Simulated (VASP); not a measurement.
# MgO (Periclase) (Fm-3m) in VASP: further runs, part 2 of 2

VASP 6.6.1.

## Step 4: Single point, PBE

This run uses another cell than the first one, of 10.03 Å³/atom, 1.059 times its volume.

INCAR reads:

```
  PREC = Accurate
  ENCUT = 600
  EDIFF = 1E-6
  ISMEAR = 0
  SIGMA = 0.01
  LREAL = F
  LASPH = T
  NELM = 120
  ALGO = Normal
  ISIF = 2
  LWAVE = F
  LCHARG = F
  GGA = PE
  NBANDS = 11
  GGA_COMPAT = F
```

KPOINTS reads:

```
Automatic mesh
0
Gamma
  8 8 8
```

POSCAR reads:

```
MgO
1.0
    0.0000000000      2.1565930333      2.1565930333
    2.1565930333      0.0000000000      2.1565930333
    2.1565930333      2.1565930333      0.0000000000
Mg O
1 1
Direct
    0.0000000000      0.0000000000      0.0000000000
    0.5000000000      0.5000000000      0.5000000000
```

Potentials or basis: VASP PAW PBE potentials, release 64 (Mg, O).

The run is started by

```bash
$ cat potpaw_PBE.64/Mg/POTCAR potpaw_PBE.64/O/POTCAR > POTCAR
$ mpirun -np 1 vasp_std > vasp.out
```

OUTCAR:

```text
PREC = Accurate
   ENCUT = 600
   EDIFF = 1E-6
   ISMEAR = 0
   LREAL = F
   LASPH = T
   NELM = 120
   ISIF = 2
   GGA = PE

 ion  position               nearest neighbor table
   1  0.000  0.000  0.000-   2 2.16   2 2.16   2 2.16   2 2.16   2 2.16   2 2.16
   2  0.500  0.500  0.500-   1 2.16   1 2.16   1 2.16   1 2.16   1 2.16   1 2.16

  LATTYP: Found a face centered cubic cell.
 ALAT       =     4.3131860666

  Lattice vectors:

 A1 = (   0.0000000000,   2.1565930333,   2.1565930333)
 A2 = (   2.1565930333,   0.0000000000,   2.1565930333)
 A3 = (   2.1565930333,   2.1565930333,   0.0000000000)

Analysis of symmetry for initial positions (statically):
=====================================================================
 Subroutine PRICEL returns:
 Original cell was already a primitive cell.

 Routine SETGRP: Setting up the symmetry group for a
 face centered cubic supercell.

 Subroutine GETGRP returns: Found 48 space group operations
 (whereof 48 operations were pure point group operations)
 out of a pool of 48 trial point group operations.

The static configuration has the point symmetry O_h .

Analysis of symmetry for dynamics (positions and initial velocities):
=====================================================================
 Subroutine PRICEL returns:
 Original cell was already a primitive cell.

 Routine SETGRP: Setting up the symmetry group for a
 face centered cubic supercell.

 Subroutine GETGRP returns: Found 48 space group operations
 (whereof 48 operations were pure point group operations)
 out of a pool of 48 trial point group operations.

The dynamic configuration has the point symmetry O_h .

 Subroutine INISYM returns: Found 48 space group operations
 (whereof 48 operations are pure point group operations),
 and found     1 'primitive' translations

----------------------------------------------------------------------------------------

                                     Primitive cell
[... 113 lines left out ...]
  Fermi-wavevector in a.u.,A,eV,Ry     =   1.205017  2.277153 19.756568  1.452067
  Thomas-Fermi vector in A             =   2.340726
   LORBIT       =      0    0 simple, 1 ext, 2 COOP (PROOUT), +10 PAW based schemes
   GGA     = PE    functional components
   LHFCALC =     F    Hartree Fock is set to
   AEXX    =    0.0000 exact exchange contribution
   IVDW    =     0    specifies the selected vdW correction
   LEPSILON=     F    determine dielectric tensor
   LRPA    =     F    only Hartree local field effects (RPA)
 non-spin polarized calculation
 Gauss-broadening in eV      SIGMA  =   0.01
  energy-cutoff  :      600.00
  volume of cell :       20.06
 maximum number of plane-waves:       692
   NGX = 13   NGY = 13   NGZ = 13

 number of electron       7.9999997 magnetization

 Free energy of the ion-electron system (eV)
  ---------------------------------------------------
  ext. energy  EPLUGINS =         0.00000000
  ---------------------------------------------------
  free energy    TOTEN  =       -11.89674966 eV

  energy without entropy =      -11.89674966  energy(sigma->0) =      -11.89674966

 E-fermi :   2.7755     XC(G=0): -10.7465

 val. band max:        2.6715498124   @ k =   0.0000   0.0000   0.0000
 cond. band min:       6.7362089235   @ k =   0.0000   0.0000   0.0000
 fundamental gap:      4.0646591111
 Fermi energy:         2.7755173370

 k-point     1 :       0.0000    0.0000    0.0000
  band No.  band energies     occupation
      1     -14.2426      2.00000
      2       2.6715      2.00000
      3       2.6715      2.00000
      4       2.6715      2.00000
      5       6.7362      0.00000
      6      18.0676      0.00000
      7      18.0676      0.00000
      8      18.0676      0.00000
      9      21.7995      0.00000
     10      23.4951      0.00000
     11      23.4951      0.00000
[... 309 lines left out ...]
 k-point    24 :      -0.3750    0.2500    0.1250
  band No.  band energies     occupation
      1     -12.9961      2.00000
      2      -1.0599      2.00000
      3       0.8900      2.00000
      4       1.7758      2.00000
      5      11.8461      0.00000
      6      14.1704      0.00000
      7      15.4403      0.00000
      8      18.7139      0.00000
      9      22.3711      0.00000
     10      23.8065      0.00000
     11      27.7098      0.00000

 [... further k-points ...]
[... 5 lines left out ...]
  --------------------------------------------------------------------------------------
  -------------------------------------------------------------------------------------
  Total       -0.8386863     -0.8386863     -0.8386863      0.0000000      0.0000000      0.0000000
  in kB      -66.9846884    -66.9846884    -66.9846884      0.0000000      0.0000000      0.0000000
  external PRESSURE =     -66.9846884 kB  Pullay stress =       0.0000000 kB

 VOLUME and BASIS-vectors are now :
 -----------------------------------------------------------------------------
  energy-cutoff  :      600.00
  volume of cell :       20.06
      direct lattice vectors                 reciprocal lattice vectors
     0.000000000  2.156593033  2.156593033    -0.231847174  0.231847174  0.231847174
     2.156593033  0.000000000  2.156593033     0.231847174 -0.231847174  0.231847174
     2.156593033  2.156593033  0.000000000     0.231847174  0.231847174 -0.231847174

 POSITION                                       TOTAL-FORCE (eV/Angst)
 -----------------------------------------------------------------------------------
      0.00000      0.00000      0.00000        -0.000000      0.000000     -0.000000
      2.15659      2.15659      2.15659         0.000000     -0.000000      0.000000
 -----------------------------------------------------------------------------------
    total drift:                               -0.000000     -0.000000      0.000000

  FREE ENERGIE OF THE ION-ELECTRON SYSTEM (eV)
  ---------------------------------------------------
  free  energy   TOTEN  =       -11.8967496588 eV

  energy  without entropy=      -11.8967496588  energy(sigma->0) =      -11.89674966
```

Run time: 10 s. Hardware: 1 thread of Intel Xeon 8259CL, shared host; peak memory 0.14 GiB.

Results:

- Free energy: -11.8967 eV
- Pressure: -6.7 GPa
- Band gap on the k mesh: 4.06 eV, direct

Levels at points of the mesh, in eV from the valence-band top:
```csv
k point,band 1,band 2,band 3,band 4,band 5,band 6,band 7,band 8,band 9
"(0.00, 0.00, 0.00)",-16.91,0.00,0.00,0.00,4.06,15.40,15.40,15.40,19.13
"(0.50, 0.00, 0.00)",-15.80,-4.31,-0.58,-0.58,7.45,11.81,15.59,15.59,19.85
"(0.50, 0.50, 0.00)",-15.57,-3.80,-1.25,-1.25,9.03,9.22,12.36,17.91,17.91
```

## Step 5: The runs side by side

```csv
cell,gap on the mesh (eV),pressure (GPa)
"a = 2.992 Å, angles 60.0°, 2 atoms",4.60,1.5
"a = 3.021 Å, angles 60.0°, 2 atoms",4.32,-2.9
"a = 3.050 Å, angles 60.0°, 2 atoms",4.06,-6.7
```

Alike in all rows: task single point; level PBE; potentials or basis VASP PAW PBE potentials, release 64 (Mg, O); no spin polarisation; k mesh 8 × 8 × 8; cutoff (eV) 600; smearing gaussian 0.01 eV.

Absolute energies hang on the potentials; compare differences alone.

## Step 6: Against experiment

Step 2. Against the measured gap of MgO, 7.83 eV (quoted in “Electronic structure of alkaline earth and post-transition metal oxides”, 2009, arxiv:0908.1581), the calculated 4.60 eV is off by -3.23 eV. The value is that of PBE, without temperature or zero-point motion. Semilocal functionals fall short of measured gaps as a rule.

Step 3. A measured gap of MgO is 7.83 eV (quoted in “Electronic structure of alkaline earth and post-transition metal oxides”, 2009, arxiv:0908.1581); the calculated 4.32 eV misses it by -3.51 eV. The value is that of PBE, without temperature or zero-point motion. Semilocal functionals fall short of measured gaps as a rule.
